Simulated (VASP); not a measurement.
Here is a VASP 6.6.1 calculation.

The input INCAR:

```
ALGO = Normal
EDIFF = 1E-6
ENCUT = 520
GGA = PS
ISIF = 2
ISMEAR = -1
LASPH = True
LCHARG = False
LREAL = False
LWAVE = False
NBANDS = 12
NELM = 100
PREC = Accurate
SIGMA = 0.02
```

The input KPOINTS:

```
k-points
0
Gamma
  10 10 10
```

POSCAR

```
Ta
1.0
   -1.6456398395      1.6456398395      1.6456398395
    1.6456398395     -1.6456398395      1.6456398395
    1.6456398395      1.6456398395     -1.6456398395
Ta
1
Direct
    0.0000000000      0.0000000000      0.0000000000
```

Potentials or basis: VASP PAW PBE potentials, release 64 (Ta_pv).

The run is started by

```console
$ cat potpaw_PBE.64/Ta_pv/POTCAR > POTCAR
$ mpirun -np 1 vasp_std > vasp.out
```

(1) What does it give for the pressure?

(2) Estimate the band gap on the k mesh.

Results:

(1) 0.2 GPa.

(2) zero (an odd number of electrons rules out a gap without spin polarisation).

Caveat: the PAW data sets were made with another functional, which shifts forces and pressure a little; spin-orbit coupling is left out, which moves the levels of the heavy elements.
